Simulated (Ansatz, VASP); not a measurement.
Two plane-wave programs on Fe

INCAR

```
SYSTEM = Fe
  PREC = Accurate
  ENCUT = 520
  EDIFF = 1E-6
  ISMEAR = 0
  SIGMA = 0.15
  LREAL = .False.
  LASPH = .True.
  NELM = 150
  ALGO = Normal
  ISIF = 2
  LWAVE = .False.
  LCHARG = .True.
  ISPIN = 2
  MAGMOM = 2.64
  LORBIT = 11
  LMAXMIX = 4
  GGA = PS
  LELF = .True.
  LVHAR = .True.
  NBANDS = 14
```

The input KPOINTS:

```
Automatic mesh
0
Gamma
  26 26 26
  0 0 0
```

POSCAR

```
Fe
1.0
   -1.2820677943      1.2820677943      1.8128438611
    1.2820677943     -1.2820677943      1.8128438611
    1.2820677943      1.2820677943     -1.8128438611
Fe
1
Direct
    0.0000000000      0.0000000000      0.0000000000
```

Input for Ansatz:

```yaml
crystal:
  lattice:
    - [-1.2820677943, 1.2820677943, 1.8128438611]
    - [1.2820677943, -1.2820677943, 1.8128438611]
    - [1.2820677943, 1.2820677943, -1.8128438611]
  atoms:
    - { symbol: Fe, position: [0.0, 0.0, 0.0], spin: 2.64 }
basis:
  ecutwfc: 420
kpoints:
  mp_grid: { grid: [26, 26, 26] }
hamiltonian:
  xc: pbesol
scf:
  occupations: { method: gaussian, width: 0.15 }
output:
  forces: true
  stress: true
  eigenvalues: true
  populations: true
magnetization:
  spin_polarized: true
```

Alike in both runs: task single point; functional PBEsol; k mesh 26 × 26 × 26; occupations gaussian, width 0.15 eV; collinear spin.

```csv
,VASP,Ansatz
version,VASP 6.6.1,Ansatz 0.2.0
potentials or method,"VASP PAW PBE potentials, release 64 (Fe), cutoff 520 eV","scalar-relativistic, plane waves, PAW"
valence electrons in the cell,8,16
```

```tsv
	VASP	Ansatz	Ansatz less VASP
gap on the k mesh at the Fermi level (eV)	none	none	-
pressure (GPa)	-7.3	-7.4	-0.14
net moment per atom (μB)	2.55	2.55	-0.001
size of the moment on the site where the two differ most (μB)	2.54	2.59	+0.043
```

VASP's potentials were made for PBE, not for PBEsol. Site moments also hang on the region over which each program counts them. A gap of «none» marks a metal or a gap that the smearing closes. VASP's potentials hold 8 valence electrons a cell and Ansatz's 16, so a difference there can come from the potentials and not from the codes.
